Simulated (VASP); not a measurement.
Wanted: the native input for a VASP 6.6.1 run.

| Quantity | Value |
| --- | --- |
| Task | single point |
| Functional | PBE |
| Potentials or basis | VASP PAW PBE potentials, release 64 (Au) |
| Cutoff | 520 eV |
| k mesh | 20 × 20 × 20 |
| Occupations | fermi-dirac, width 0.15 eV |
| Spin | no spin polarisation |
| Dipole correction | no |
| Further INCAR settings | ALGO = Normal; EDIFF = 1e-07; NBANDS = 12 |

The structure of Au lies in POSCAR:

```
Au
1.0
    0.0000000000      2.0929236077      2.0929236077
    2.0929236077      0.0000000000      2.0929236077
    2.0929236077      2.0929236077      0.0000000000
Au
1
Direct
    0.0000000000      0.0000000000      0.0000000000
```

This cell differs from its parent crystal: volume scaled by 1.02.

The input as run:

INCAR

```
SYSTEM = Au
ALGO = Normal ; EDIFF = 1E-7
ENCUT = 520 ; GGA = PE
ISIF = 2 ; ISMEAR = -1
LASPH = .True. ; LCHARG = .False.
LREAL = .False. ; LWAVE = .False.
NBANDS = 12 ; NELM = 100
PREC = Accurate ; SIGMA = 0.15
```

KPOINTS

```
k-points
0
Gamma
  20 20 20
  0 0 0
```

Potentials or basis: VASP PAW PBE potentials, release 64 (Au).

The run is started by

```bash
$ cat potpaw_PBE.64/Au/POTCAR > POTCAR
$ mpirun -np 1 vasp_std > vasp.out
```

Results of the run:

```json
{"Pressure": "-2.8 GPa"}
```

It took 25 s on 1 thread of Intel(R) Xeon(R) Platinum 8259CL CPU @ 2.50GHz (Skylake/Cascade Lake), on a shared host, peak memory 0.18 GiB.
